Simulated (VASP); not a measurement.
# Ir (Fm-3m) in VASP: a series of runs

The runs below take Ir through single point, relaxation of cell and atoms, with PBE.

Everything below comes from runs of VASP 6.6.1. Logs are shortened: lines on timing, memory, paths and dates and some standing lists are left out, and cuts for length are marked.

## 1. The cell of the first run

It takes space group Fm-3m (No. 225, cubic). Conventional cell: a = 3.797 Å, b = 3.797 Å, c = 3.797 Å, α = 90.00°, β = 90.00°, γ = 90.00°. Ir (site symmetry m-3m) has 12 Ir at 2.69 Å within 3.5 Å.

## 2. Single point, PBE

INCAR reads:

```
ALGO = Normal
EDIFF = 1E-6
ENCUT = 500
GGA = PE
GGA_COMPAT = F
ISIF = 2
ISMEAR = 0
LASPH = T
LCHARG = F
LREAL = F
LWAVE = F
NBANDS = 10
NELM = 120
PREC = Accurate
SIGMA = 0.1
```

KPOINTS reads:

```
k-points
0
Gamma
  8 8 8
```

POSCAR reads:

```
Ir
1.0
    0.0000000000      1.8986081263      1.8986081263
    1.8986081263      0.0000000000      1.8986081263
    1.8986081263      1.8986081263      0.0000000000
Ir
1
Direct
    0.0000000000      0.0000000000      0.0000000000
```

Potentials or basis: VASP PAW PBE potentials, release 64 (Ir).

Command:

```
cat potpaw_PBE.64/Ir/POTCAR > POTCAR
mpirun -np 1 vasp_std > vasp.out
```

OUTCAR:

```text
EDIFF = 1E-6
   ENCUT = 500
   GGA = PE
   ISIF = 2
   ISMEAR = 0
   LASPH = T
   LREAL = F
   NELM = 120
   PREC = Accurate

 ion  position               nearest neighbor table
   1  0.000  0.000  0.000-

  LATTYP: Found a face centered cubic cell.
 ALAT       =     3.7972162526

  Lattice vectors:

 A1 = (   0.0000000000,   1.8986081263,   1.8986081263)
 A2 = (   1.8986081263,   0.0000000000,   1.8986081263)
 A3 = (   1.8986081263,   1.8986081263,   0.0000000000)

Analysis of symmetry for initial positions (statically):
=====================================================================
 Subroutine PRICEL returns:
 Original cell was already a primitive cell.

 Routine SETGRP: Setting up the symmetry group for a
 face centered cubic supercell.

 Subroutine GETGRP returns: Found 48 space group operations
 (whereof 48 operations were pure point group operations)
 out of a pool of 48 trial point group operations.

The static configuration has the point symmetry O_h .

Analysis of symmetry for dynamics (positions and initial velocities):
=====================================================================
 Subroutine PRICEL returns:
 Original cell was already a primitive cell.

 Routine SETGRP: Setting up the symmetry group for a
 face centered cubic supercell.

 Subroutine GETGRP returns: Found 48 space group operations
 (whereof 48 operations were pure point group operations)
 out of a pool of 48 trial point group operations.

The dynamic configuration has the point symmetry O_h .

 Subroutine INISYM returns: Found 48 space group operations
 (whereof 48 operations are pure point group operations),
 and found     1 'primitive' translations

----------------------------------------------------------------------------------------

                                     Primitive cell

  volume of cell :      13.6879

  direct lattice vectors                    reciprocal lattice vectors
     0.000000000  1.898608126  1.898608126    -0.263350816  0.263350816  0.263350816
     1.898608126  0.000000000  1.898608126     0.263350816 -0.263350816  0.263350816
     1.898608126  1.898608126  0.000000000     0.263350816  0.263350816 -0.263350816

  length of vectors
     2.685037362  2.685037362  2.685037362     0.456136994  0.456136994  0.456136994

  position of ions in fractional coordinates (direct lattice)
     0.000000000  0.000000000  0.000000000

  ion indices of the primitive-cell ions
[... 72 lines left out ...]
   ENCUT  =  500.0 eV  36.75 Ry    6.06 a.u.   4.90  4.90  4.90*2*pi/ulx,y,z
   NELM   =    120;   NELMIN=  2; NELMDL= -5     # of ELM steps
   EDIFF  = 0.1E-05   stopping-criterion for ELM
   LREAL  =      F    real-space projection
   EDIFFG = 0.1E-04   stopping-criterion for IOM
   NSW    =      0    number of steps for IOM
   IBRION =     -1    ionic relax: 0-MD 1-quasi-New 2-CG
   NFREE  =      0    steps in history (QN), initial steepest desc. (CG)
   ISIF   =      2    stress and relaxation
   ISYM   =      2    0-nonsym 1-usesym 2-fastsym
   POTIM  = 0.5000    time-step for ionic-motion
   TEBEG  =    0.0;   TEEND  =   0.0 temperature during run
   PSTRESS=    0.0 pullay stress
   NELECT =       9.0000    total number of electrons
   NUPDOWN=      -1.0000    fix difference up-down
   EMIN   =  10.00;   EMAX   =-10.00  energy-range for DOS
   EFERMI =   0.00;   METHOD = LEGACY
   ISMEAR =     0;   SIGMA  =   0.10  broadening in eV -4-tet -1-fermi 0-gaus
   EFERMI_NEDOS =   21; number of points for ismear=-14 and -15
   IALGO  =     38    algorithm
   IMIX   =      4    mixing-type and parameters
     AMIX     =   0.40;   BMIX     =  1.00
     AMIX_MAG =   1.60;   BMIX_MAG =  1.00
  volume/ion in A,a.u.               =      13.69        92.37
  Fermi-wavevector in a.u.,A,eV,Ry     =   1.423564  2.690146 27.572676  2.026534
  Thomas-Fermi vector in A             =   2.544148
   LORBIT       =      0    0 simple, 1 ext, 2 COOP (PROOUT), +10 PAW based schemes
   GGA     = PE    functional components
   LHFCALC =     F    Hartree Fock is set to
   AEXX    =    0.0000 exact exchange contribution
   IVDW    =     0    specifies the selected vdW correction
   LEPSILON=     F    determine dielectric tensor
   LRPA    =     F    only Hartree local field effects (RPA)
 non-spin polarized calculation
 Gauss-broadening in eV      SIGMA  =   0.10
  energy-cutoff  :      500.00
  volume of cell :       13.69
 maximum number of plane-waves:       360
   NGX =  9   NGY =  9   NGZ =  9

 number of electron       9.0000001 magnetization

 Free energy of the ion-electron system (eV)
  ---------------------------------------------------
  ext. energy  EPLUGINS =         0.00000000
  ---------------------------------------------------
  free energy    TOTEN  =        -8.71549038 eV

  energy without entropy =       -8.70728962  energy(sigma->0) =       -8.71139000

 E-fermi :  11.0517     XC(G=0): -14.1844

 val. band max:       11.0052261704   @ k =  -0.3750   0.1250   0.0000
 cond. band min:      11.0758471725   @ k =  -0.3750   0.2500   0.0000
 fundamental gap:      0.0706210021
 Fermi energy:        11.0516853359

 k-point     1 :       0.0000    0.0000    0.0000
  band No.  band energies     occupation
      1      -0.4901      2.00000
      2       6.9041      2.00000
      3       6.9041      2.00000
      4       6.9041      2.00000
      5       9.7504      2.00000
      6       9.7504      2.00000
      7      25.2262      0.00000
      8      31.0361      0.00000
      9      31.0361      0.00000
     10      31.0361      0.00000
[... 287 lines left out ...]
 k-point    24 :      -0.3750    0.2500    0.1250
  band No.  band energies     occupation
      1       4.0637      2.00000
      2       5.4820      2.00000
      3       7.2073      2.00000
      4       8.2740      2.00000
      5      11.6110      0.00000
      6      16.3309      0.00000
      7      17.9471      0.00000
      8      26.9486      0.00000
      9      27.2957      0.00000
     10      31.0882      0.00000

 [... further k-points ...]
[... 5 lines left out ...]
  --------------------------------------------------------------------------------------
  -------------------------------------------------------------------------------------
  Total        2.1749757      2.1749757      2.1749757      0.0000000      0.0000000      0.0000000
  in kB      254.5827547    254.5827547    254.5827547      0.0000000      0.0000000      0.0000000
  external PRESSURE =     254.5827547 kB  Pullay stress =       0.0000000 kB

 VOLUME and BASIS-vectors are now :
 -----------------------------------------------------------------------------
  energy-cutoff  :      500.00
  volume of cell :       13.69
      direct lattice vectors                 reciprocal lattice vectors
     0.000000000  1.898608126  1.898608126    -0.263350816  0.263350816  0.263350816
     1.898608126  0.000000000  1.898608126     0.263350816 -0.263350816  0.263350816
     1.898608126  1.898608126  0.000000000     0.263350816  0.263350816 -0.263350816

 POSITION                                       TOTAL-FORCE (eV/Angst)
 -----------------------------------------------------------------------------------
      0.00000      0.00000      0.00000         0.000000      0.000000     -0.000000
 -----------------------------------------------------------------------------------
    total drift:                                0.000000      0.000000      0.000000

  FREE ENERGIE OF THE ION-ELECTRON SYSTEM (eV)
  ---------------------------------------------------
  free  energy   TOTEN  =        -8.7154903781 eV

  energy  without entropy=       -8.7072896151  energy(sigma->0) =       -8.71139000
```

OSZICAR:

```text
N       E                     dE             d eps       ncg     rms          rms(c)
DAV:   1     0.454681210890E+02    0.45468E+02   -0.40625E+03   588   0.771E+02
DAV:   2    -0.842720037084E+01   -0.53895E+02   -0.51023E+02   586   0.194E+02
DAV:   3    -0.924441441666E+01   -0.81721E+00   -0.81290E+00   684   0.282E+01
DAV:   4    -0.925184696728E+01   -0.74326E-02   -0.74298E-02   676   0.252E+00
DAV:   5    -0.925196062234E+01   -0.11366E-03   -0.11365E-03   664   0.288E-01    0.169E+01
DAV:   6    -0.881245303234E+01    0.43951E+00   -0.69379E-01   640   0.104E+01    0.726E+00
DAV:   7    -0.872171492033E+01    0.90738E-01   -0.25664E-01   692   0.581E+00    0.153E+00
DAV:   8    -0.871679664234E+01    0.49183E-02   -0.27531E-03   658   0.636E-01    0.651E-01
DAV:   9    -0.871548266342E+01    0.13140E-02   -0.12335E-03   670   0.492E-01    0.156E-02
DAV:  10    -0.871549127710E+01   -0.86137E-05   -0.72303E-06   780   0.240E-02    0.183E-02
DAV:  11    -0.871549037806E+01    0.89904E-06   -0.31105E-07   354   0.790E-03
   1 F= -.87154904E+01 E0= -.87113900E+01  d E =-.820076E-02
```

stdout:

```text
POSCAR found type information on POSCAR Ir
 POSCAR found :  1 types and       1 ions
 scaLAPACK will be used
 LDA part: xc-table for (Slater+PW92), standard interpolation
 POSCAR, INCAR and KPOINTS ok, starting setup
 FFT: planning ... GRIDC
 FFT: planning ... GRID_SOFT
 FFT: planning ... GRID
 WAVECAR not read
 entering main loop
```

Wall time 4.1 s (1 thread of Intel Xeon 6975P-C, shared host); peak memory 0.13 GiB.

What came out:

```yaml
Free_energy: -8.7155 eV
Pressure: 25.5 GPa
```

Levels at points of the mesh, in eV from the Fermi level:
| k point | band 2 | band 3 | band 4 | band 5 | band 6 | band 7 |
| --- | --- | --- | --- | --- | --- | --- |
| (0.00, 0.00, 0.00) | -4.15 | -4.15 | -4.15 | -1.30 | -1.30 | 14.17 |
| (0.50, 0.00, 0.00) | -4.26 | -4.26 | -0.90 | 0.90 | 0.90 | 7.56 |
| (0.50, 0.50, 0.00) | -7.78 | 0.88 | 1.51 | 1.51 | 1.63 | 10.93 |

Caveat: spin-orbit coupling is left out, which moves the levels of the heavy elements.

## 3. Single point, PBE

This run uses another cell than the first one, of 14.55 Å³/atom, 1.063 times its volume.

INCAR reads:

```
SYSTEM = Ir
ALGO = Normal
EDIFF = 1E-6
ENCUT = 500
GGA = PE
GGA_COMPAT = .False.
ISIF = 2
ISMEAR = 0
LASPH = .True.
LCHARG = .False.
LREAL = .False.
LWAVE = .False.
NBANDS = 10
NELM = 120
PREC = Accurate
SIGMA = 0.1
```

KPOINTS reads:

```
k-points
0
Gamma
  8 8 8
  0 0 0
```

POSCAR reads:

```
Ir
1.0
    0.0000000000      1.9377905618      1.9377905618
    1.9377905618      0.0000000000      1.9377905618
    1.9377905618      1.9377905618      0.0000000000
Ir
1
Direct
    0.0000000000      0.0000000000      0.0000000000
```

Potentials or basis: VASP PAW PBE potentials, release 64 (Ir).

Command:

```
cat potpaw_PBE.64/Ir/POTCAR > POTCAR
mpirun -np 1 vasp_std > vasp.out
```

Run time: 3.6 s. Hardware: 1 thread of Intel Xeon 6975P-C, shared host; peak memory 0.13 GiB.

Results (log left out):

```
Free energy : -8.7819 eV
Pressure    : 0.5 GPa
```

Levels at points of the mesh, in eV from the Fermi level:
```csv
k point,band 2,band 3,band 4,band 5,band 6,band 7
"(0.00, 0.00, 0.00)",-3.77,-3.77,-3.77,-1.19,-1.19,14.31
"(0.50, 0.00, 0.00)",-3.86,-3.86,-0.73,0.80,0.80,6.93
"(0.50, 0.50, 0.00)",-7.09,0.78,1.35,1.35,1.65,10.08
```

Caveat: spin-orbit coupling is left out, which moves the levels of the heavy elements.

## 4. Relaxation of cell and atoms, PBE

INCAR reads:

```
ALGO = Normal ; EDIFF = 1E-7
EDIFFG = -0.05 ; ENCUT = 500
GGA = PE ; GGA_COMPAT = F
IBRION = 2 ; ISIF = 3
ISMEAR = 0 ; LASPH = T
LCHARG = F ; LREAL = F
LWAVE = F ; NELM = 120
NELMIN = 4 ; NSW = 80
PREC = Accurate ; SIGMA = 0.1
```

KPOINTS reads:

```
k-points
0
Gamma
  8 8 8
```

POSCAR reads:

```
Ir
1.0
    0.0000000000      1.8986081263      1.8986081263
    1.8986081263      0.0000000000      1.8986081263
    1.8986081263      1.8986081263      0.0000000000
Ir
1
Direct
    0.0000000000      0.0000000000      0.0000000000
```

Command:

```
cat potpaw_PBE.64/Ir/POTCAR > POTCAR
mpirun -np 1 vasp_std > vasp.out
```

Wall time 11 s (1 thread of Intel Xeon 6975P-C, shared host); peak memory 0.13 GiB.

It converged, with:

```
Free energy                            : -8.7813 eV
Relaxed volume                         : 14.58 Å³/atom
Relaxed cell                           : a = 2.742 Å, b = 2.742 Å, c = 2.742 Å, α = 60.00°, β = 60.00°, γ = 60.00°
Space group after relaxing (to 0.05 Å) : Fm-3m (No. 225)
Energy gained by relaxing              : 65.8 meV/atom
Ionic steps                            : 4
Pressure after relaxing                : -0.3 GPa
```

The path:
```tsv
step	energy change (eV)	largest force (eV/Å)	pressure (GPa)	volume (Å³)
1	0.0000	0.0000	25.46	13.69
2	0.6199	0.0000	-43.67	18.47
3	-0.0650	0.0000	-2.40	14.67
4	-0.0658	0.0000	-0.25	14.58
```

Final structure:
```
Ir
1.0
     0.00000    1.93909    1.93909
     1.93909    0.00000    1.93909
     1.93909    1.93909    0.00000
Ir
1
Direct
  0.00000 0.00000 0.00000
```

Levels at points of the mesh, in eV from the Fermi level:
```tsv
k point	band 1	band 2	band 3	band 4	band 5	band 6	band 7	band 8
(0.00, 0.00, 0.00)	-10.85	-3.76	-3.76	-3.76	-1.19	-1.19	14.32	19.74
(0.50, 0.00, 0.00)	-7.84	-3.85	-3.85	-0.73	0.80	0.80	6.91	13.87
(0.50, 0.50, 0.00)	-7.61	-7.07	0.77	1.34	1.34	1.65	10.06	11.52
```

Caveat: spin-orbit coupling is left out, which moves the levels of the heavy elements.

## 5. Overview

| task | cell | gap on the mesh (eV) | pressure (GPa) |
| --- | --- | --- | --- |
| single point | a = 2.685 Å, angles 60.0°, 1 atom | none | 25.5 |
| single point | a = 2.740 Å, angles 60.0°, 1 atom | none | 0.5 |
| relaxation of cell and atoms | relaxed from a = 2.685 Å, angles 60.0°, 1 atom | none | -0.3 |

Alike in all rows: level PBE; potentials or basis VASP PAW PBE potentials, release 64 (Ir); no spin polarisation; k mesh 8 × 8 × 8; cutoff (eV) 500; smearing gaussian 0.1 eV.

Caveats: spin-orbit coupling is left out, which moves the levels of the heavy elements.

Total energies depend on the potentials used, so only differences within one code and one set of settings carry meaning.
